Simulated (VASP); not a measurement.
# HgTe (F-43m) in VASP: notebook

HgTe is run at these levels: PBE; tasks: relaxation of cell and atoms.

All numbers are computed with VASP 6.6.1; they aren't measurements. Logs are shortened: lines on timing, memory, paths and dates and some standing lists are left out, and cuts for length are marked.

## Step 1: The cell of the first run

The structure is cubic, space group F-43m (No. 216). Conventional cell: a = 5.894 Å, b = 5.894 Å, c = 5.894 Å, α = 90.00°, β = 90.00°, γ = 90.00°. Hg (site symmetry -43m) has 4 Te at 2.55 Å within 3.4 Å. Te (site symmetry -43m) has 4 Hg at 2.55 Å within 3.4 Å.

## Step 2: Relaxation of cell and atoms, PBE, target pressure 40 GPa, at which the enthalpy is minimised

File INCAR:

```
SYSTEM = HgTe
  PREC = Accurate
  ENCUT = 600
  EDIFF = 1E-6
  ISMEAR = 0
  SIGMA = 0.1
  LREAL = .False.
  LASPH = .True.
  NELM = 100
  ALGO = Normal
  ISIF = 3
  LWAVE = .False.
  LCHARG = .False.
  GGA = PE
  IBRION = 2
  NSW = 70
  EDIFFG = -0.008
  PSTRESS = 400.0
```

File KPOINTS:

```
Automatic mesh
0
Gamma
  12 12 12
  0 0 0
```

File POSCAR:

```
HgTe
1.0
    0.0000000000      2.9469107946      2.9469107946
    2.9469107946      0.0000000000      2.9469107946
    2.9469107946      2.9469107946      0.0000000000
Hg Te
1 1
Direct
    0.0000000000      0.0000000000      0.0000000000
    0.2500000000      0.2500000000      0.2500000000
```

Potentials or basis: VASP PAW PBE potentials, release 64 (Hg, Te).

Launch:

```
> cat potpaw_PBE.64/Hg/POTCAR potpaw_PBE.64/Te/POTCAR > POTCAR
> mpirun -np 1 vasp_std > vasp.out
```

OUTCAR:

```text
SYSTEM = HgTe
   PREC = Accurate
   ENCUT = 600
   EDIFF = 1E-6
   ISMEAR = 0
   LREAL = .False.
   LASPH = .True.
   NELM = 100
   ISIF = 3
   GGA = PE
   IBRION = 2
   NSW = 70
   EDIFFG = -0.008
   PSTRESS = 400.0

 ion  position               nearest neighbor table
   1  0.000  0.000  0.000-   2 2.55   2 2.55   2 2.55   2 2.55
   2  0.250  0.250  0.250-   1 2.55   1 2.55   1 2.55   1 2.55

  LATTYP: Found a face centered cubic cell.
 ALAT       =     5.8938215892

  Lattice vectors:

 A1 = (   0.0000000000,   2.9469107946,   2.9469107946)
 A2 = (   2.9469107946,   0.0000000000,   2.9469107946)
 A3 = (   2.9469107946,   2.9469107946,   0.0000000000)

Analysis of symmetry for initial positions (statically):
=====================================================================
 Subroutine PRICEL returns:
 Original cell was already a primitive cell.

 Routine SETGRP: Setting up the symmetry group for a
 face centered cubic supercell.

 Subroutine GETGRP returns: Found 24 space group operations
 (whereof 24 operations were pure point group operations)
 out of a pool of 48 trial point group operations.

The static configuration has the point symmetry T_d .

Analysis of symmetry for dynamics (positions and initial velocities):
=====================================================================
 Subroutine PRICEL returns:
 Original cell was already a primitive cell.

 Routine SETGRP: Setting up the symmetry group for a
 face centered cubic supercell.

 Subroutine GETGRP returns: Found 24 space group operations
 (whereof 24 operations were pure point group operations)
 out of a pool of 48 trial point group operations.

The dynamic configuration has the point symmetry T_d .

 Subroutine INISYM returns: Found 24 space group operations
 (whereof 24 operations are pure point group operations),
 and found     1 'primitive' translations

----------------------------------------------------------------------------------------

                                     Primitive cell

  volume of cell :      51.1836

  direct lattice vectors                    reciprocal lattice vectors
     0.000000000  2.946910795  2.946910795    -0.169669201  0.169669201  0.169669201
     2.946910795  0.000000000  2.946910795     0.169669201 -0.169669201  0.169669201
     2.946910795  2.946910795  0.000000000     0.169669201  0.169669201 -0.169669201

  length of vectors
     4.167561213  4.167561213  4.167561213     0.293875677  0.293875677  0.293875677

  position of ions in fractional coordinates (direct lattice)
     0.000000000  0.000000000  0.000000000
     0.250000000  0.250000000  0.250000000

  ion indices of the primitive-cell ions
   primitive index   ion index
                 1           1
                 2           2

----------------------------------------------------------------------------------------

 KPOINTS: Automatic mesh

Automatic generation of k-mesh.
 Grid dimensions read from file:
 generate k-points for:   12   12   12

 Generating k-lattice:

  Cartesian coordinates                     Fractional coordinates (reciprocal lattice)
    -0.014139100  0.014139100  0.014139100     0.083333333  0.000000000  0.000000000
     0.014139100 -0.014139100  0.014139100     0.000000000  0.083333333  0.000000000
     0.014139100  0.014139100 -0.014139100     0.000000000  0.000000000  0.083333333

  Length of vectors
     0.024489640  0.024489640  0.024489640

  Shift w.r.t. Gamma in fractional coordinates (k-lattice)
     0.000000000  0.000000000  0.000000000

 Subroutine IBZKPT returns following result:
 ===========================================

 Found     72 irreducible k-points:

 Following reciprocal coordinates:
            Coordinates               Weight
  0.000000  0.000000  0.000000      1.000000
  0.083333  0.000000  0.000000      8.000000
  0.166667  0.000000  0.000000      8.000000
  0.250000  0.000000  0.000000      8.000000
  0.333333  0.000000  0.000000      8.000000
  0.416667  0.000000  0.000000      8.000000
[... 16 lines left out ...]
  0.500000  0.166667  0.000000     24.000000
 -0.416667  0.166667  0.000000     24.000000
 [... further k-points ...]
   k-points           NKPTS =     72   k-points in BZ     NKDIM =     72   number of bands    NBANDS=     13
   number of dos      NEDOS =    301   number of ions     NIONS =      2
   total plane-waves  NPLWV =  46656
   dimension x,y,z NGX =    36 NGY =   36 NGZ =   36
   dimension x,y,z NGXF=    72 NGYF=   72 NGZF=   72
   ions per type =               1   1
   NGX,Y,Z   is equivalent  to a cutoff of  14.36, 14.36, 14.36 a.u.
   NGXF,Y,Z  is equivalent  to a cutoff of  28.72, 28.72, 28.72 a.u.
 SYSTEM =  HgTe
   PREC   = accura    normal or accurate (medium, high low for compatibility)
   ISTART =      0    job   : 0-new  1-cont  2-samecut
   ICHARG =      2    charge: 1-file 2-atom 10-const
   ISPIN  =      1    spin polarized calculation?
   LNONCOLLINEAR =      F non collinear calculations
   LSORBIT =      F    spin-orbit coupling
   LASPH  =      T    aspherical Exc in radial PAW
   ENCUT  =  600.0 eV  44.10 Ry    6.64 a.u.   8.32  8.32  8.32*2*pi/ulx,y,z
   NELM   =    100;   NELMIN=  2; NELMDL= -5     # of ELM steps
   EDIFF  = 0.1E-05   stopping-criterion for ELM
   LREAL  =      F    real-space projection
   EDIFFG = -.8E-02   stopping-criterion for IOM
   NSW    =     70    number of steps for IOM
   IBRION =      2    ionic relax: 0-MD 1-quasi-New 2-CG
   NFREE  =      1    steps in history (QN), initial steepest desc. (CG)
   ISIF   =      3    stress and relaxation
   ISYM   =      2    0-nonsym 1-usesym 2-fastsym
   POTIM  = 0.5000    time-step for ionic-motion
   TEBEG  =    0.0;   TEEND  =   0.0 temperature during run
   PSTRESS=  400.0 pullay stress
   NELECT =      18.0000    total number of electrons
   NUPDOWN=      -1.0000    fix difference up-down
   EMIN   =  10.00;   EMAX   =-10.00  energy-range for DOS
   EFERMI =   0.00;   METHOD = LEGACY
   ISMEAR =     0;   SIGMA  =   0.10  broadening in eV -4-tet -1-fermi 0-gaus
   EFERMI_NEDOS =   21; number of points for ismear=-14 and -15
   IALGO  =     38    algorithm
   IMIX   =      4    mixing-type and parameters
     AMIX     =   0.40;   BMIX     =  1.00
     AMIX_MAG =   1.60;   BMIX_MAG =  1.00
  volume/ion in A,a.u.               =      25.59       172.70
  Fermi-wavevector in a.u.,A,eV,Ry     =   1.155550  2.183673 18.167797  1.335295
  Thomas-Fermi vector in A             =   2.292177
   LORBIT       =      0    0 simple, 1 ext, 2 COOP (PROOUT), +10 PAW based schemes
   GGA     = PE    functional components
   LHFCALC =     F    Hartree Fock is set to
   AEXX    =    0.0000 exact exchange contribution
   IVDW    =     0    specifies the selected vdW correction
   LEPSILON=     F    determine dielectric tensor
   LRPA    =     F    only Hartree local field effects (RPA)
 conjugate gradient relaxation of ions
 non-spin polarized calculation
 Gauss-broadening in eV      SIGMA  =   0.10
  energy-cutoff  :      600.00
  volume of cell :       51.18
 maximum number of plane-waves:      1731
 NGX is ok and might be reduce to    36
   NGX = 17   NGY = 17   NGZ = 17

--------------------------------------- Ionic step        1  -------------------------------------------

 number of electron      17.9999998 magnetization

 Free energy of the ion-electron system (eV)
  ---------------------------------------------------
  ext. energy  EPLUGINS =         0.00000000
  ---------------------------------------------------
  free energy    TOTEN  =        -2.10343956 eV

  energy without entropy =       -2.10333058  energy(sigma->0) =       -2.10338507

------------------------ aborting loop because EDIFF is reached ----------------------------------------

  FORCE on cell =-STRESS in cart. coord.  units (eV):
  Direction    XX          YY          ZZ          XY          YZ          ZX
  --------------------------------------------------------------------------------------
  -------------------------------------------------------------------------------------
  Total       10.1843028     10.1843028     10.1843028      0.0000000      0.0000000      0.0000000
  in kB      318.7945739    318.7945739    318.7945739      0.0000000      0.0000000      0.0000000
  external PRESSURE =     -81.2054261 kB  Pullay stress =     400.0000000 kB
[... 23 lines left out ...]
  enthalpy is  TOTEN    =        10.6750750371 eV   P V=       12.7785145969

--------------------------------------- Ionic step        2  -------------------------------------------

 number of electron      18.0000000 magnetization

 E-fermi :  10.1436     XC(G=0): -11.0618

 val. band max:        9.8919763458   @ k =   0.0000   0.0000   0.0000
 cond. band min:      10.3746888822   @ k =   0.0000   0.0000   0.0000
 fundamental gap:      0.4827125364
 Fermi energy:        10.1435512553

 k-point     1 :       0.0000    0.0000    0.0000
  band No.  band energies     occupation
      1      -7.0959      2.00000
      2      -1.7242      2.00000
      3      -1.7242      2.00000
      4      -1.7242      2.00000
      5      -0.4558      2.00000
      6      -0.4558      2.00000
      7       9.8920      1.99963
      8       9.8920      1.99963
      9       9.8920      1.99963
     10      10.3747      0.00108
     11      12.7123      0.00000
     12      12.7123      0.00000
     13      12.7123      0.00000
[... 479 lines left out ...]
  enthalpy is  TOTEN    =        10.6169798840 eV   P V=       12.2322026699

--------------------------------------- Ionic step        5  -------------------------------------------

 number of electron      18.0000002 magnetization

 Free energy of the ion-electron system (eV)
  ---------------------------------------------------
  ext. energy  EPLUGINS =         0.00000000
  ---------------------------------------------------
  free energy    TOTEN  =        -1.60445906 eV

  energy without entropy =       -1.60439195  energy(sigma->0) =       -1.60442551

 E-fermi :   7.4050     XC(G=0): -10.2924

 val. band max:        7.3099656526   @ k =   0.0000   0.0000   0.0000
 cond. band min:       7.4484722900   @ k =   0.0000   0.0000   0.0000
 fundamental gap:      0.1385066374
 Fermi energy:         7.4050207800

 k-point     1 :       0.0000    0.0000    0.0000
  band No.  band energies     occupation
      1      -7.7239      2.00000
      2      -2.6059      2.00000
      3      -2.6059      2.00000
      4      -2.6059      2.00000
      5      -1.6037      2.00000
      6      -1.6037      2.00000
      7       7.3100      1.82114
      8       7.3100      1.82114
      9       7.3100      1.82114
     10       7.4485      0.53889
     11      10.7003      0.00000
     12      10.7003      0.00000
     13      10.7003      0.00000
[... 397 lines left out ...]
  FREE ENERGIE OF THE ION-ELECTRON SYSTEM (eV)
  ---------------------------------------------------
  free  energy   TOTEN  =        -1.6044590599 eV

  energy  without entropy=       -1.6043919544  energy(sigma->0) =       -1.60442551

  enthalpy is  TOTEN    =        10.6169792611 eV   P V=       12.2214383210

 reached required accuracy - stopping structural energy minimisation
```

Run time: 1.9 min. Hardware: 1 thread of AMD EPYC 9R45 (Zen 5), shared host; peak memory 0.23 GiB.

Results:

```yaml
Free_energy: -1.6045 eV
Relaxed_volume: 24.48 Å³/atom
Relaxed_cell: a = 4.106 Å, b = 4.106 Å, c = 4.106 Å, α = 60.00°, β = 60.00°, γ = 60.00°
Space_group_after_relaxing_to_0.1_Å: F-43m (No. 216)
Energy_change_on_relaxing_the_run_minimises_the_enthalpy: +249.5 meV/atom
Ionic_steps: 5
Pressure_after_relaxing: 40.0 GPa
Band_gap_on_the_k_mesh: 0.14 eV
```

The path:
```csv
step,energy change (eV),largest force (eV/Å),pressure (GPa),volume (Å³)
1,0.0000,0.0000,31.88,51.18
2,2.9459,0.0000,80.02,42.16
3,0.4600,0.0000,39.46,49.11
4,0.4882,0.0000,39.92,49.00
5,0.4990,0.0000,40.05,48.95
```

Final structure:
```xyz
2
Lattice="0.0000 2.9034 2.9034 2.9034 0.0000 2.9034 2.9034 2.9034 0.0000" Properties=species:S:1:pos:R:3 pbc="T T T"
Hg    0.0000    0.0000    0.0000
Te    1.4517    1.4517    1.4517
```

Caveat: the cell is relaxed towards a set pressure, so the run minimises the enthalpy, not the energy; spin-orbit coupling is left out, which moves the levels of the heavy elements.

## Step 3: Relaxation of cell and atoms, PBE, target pressure 20 GPa, at which the enthalpy is minimised

This run uses another cell than the first one, of 28.29 Å³/atom.

File INCAR:

```
SYSTEM = HgTe
  PREC = Accurate
  ENCUT = 600
  EDIFF = 1E-7
  ISMEAR = 0
  SIGMA = 0.1
  LREAL = .False.
  LASPH = .True.
  NELM = 60
  ALGO = Normal
  ISIF = 3
  LWAVE = .False.
  LCHARG = .False.
  GGA = PE
  IBRION = 2
  NSW = 70
  EDIFFG = -0.008
  PSTRESS = 200.0
```

File KPOINTS:

```
regular mesh
0
Gamma
  12 12 12
  0 0 0
```

File POSCAR:

```
HgTe
1.0
    0.0000000000      3.0468866321      3.0468866321
    3.0468866321      0.0000000000      3.0468866321
    3.0468866321      3.0468866321      0.0000000000
Hg Te
1 1
Direct
    0.0000000000      0.0000000000      0.0000000000
    0.2500000000      0.2500000000      0.2500000000
```

Potentials or basis: VASP PAW PBE potentials, release 64 (Hg, Te).

Launch:

```
> cat potpaw_PBE.64/Hg/POTCAR potpaw_PBE.64/Te/POTCAR > POTCAR
> mpirun -np 1 vasp_std > vasp.out
```

Run time: 88 s. Hardware: 1 thread of AMD EPYC 9R45 (Zen 5), shared host; peak memory 0.23 GiB.

The run converged. Its results:

| Item | Value |
| --- | --- |
| Free energy | -2.8037 eV |
| Relaxed volume | 27.79 Å³/atom |
| Relaxed cell | a = 4.284 Å, b = 4.284 Å, c = 4.284 Å, α = 60.00°, β = 60.00°, γ = 60.00° |
| Space group after relaxing (to 0.1 Å) | F-43m (No. 216) |
| Energy change on relaxing (the run minimises the enthalpy) | +58.7 meV/atom |
| Ionic steps | 3 |
| Pressure after relaxing | 20.0 GPa |
| Band gap on the k mesh | zero (filled and empty bands touch) |

Step by step:
```
step  energy change (eV)  largest force (eV/Å)  pressure (GPa)  volume (Å³)
   1              0.0000                0.0000           17.89        56.57
   2              0.3967                0.0000           24.82        53.57
   3              0.1174                0.0000           19.97        55.58
```

Final structure:
```
Hg Te
1.0
     0.00000    3.02893    3.02893
     3.02893    0.00000    3.02893
     3.02893    3.02893    0.00000
Hg Te
1 1
Cartesian
  0.0000 0.0000 0.0000
  1.5145 1.5145 1.5145
```

Levels at points of the mesh, in eV from the Fermi level:
| k point | band 7 | band 8 | band 9 | band 10 | band 11 | band 12 |
| --- | --- | --- | --- | --- | --- | --- |
| (0.00, 0.00, 0.00) | -0.25 | -0.04 | -0.04 | -0.04 | 3.74 | 3.74 |
| (0.50, 0.00, 0.00) | -7.00 | -1.49 | -1.49 | 0.65 | 4.72 | 4.72 |
| (0.50, 0.50, 0.00) | -6.66 | -3.29 | -3.29 | 1.63 | 1.88 | 9.01 |

Caveat: the cell is relaxed towards a set pressure, so the run minimises the enthalpy, not the energy; semilocal functionals underestimate gaps, so a narrow gap can read as zero; spin-orbit coupling is left out, which moves the levels of the heavy elements.

(Part 1 of 2 ends here.)
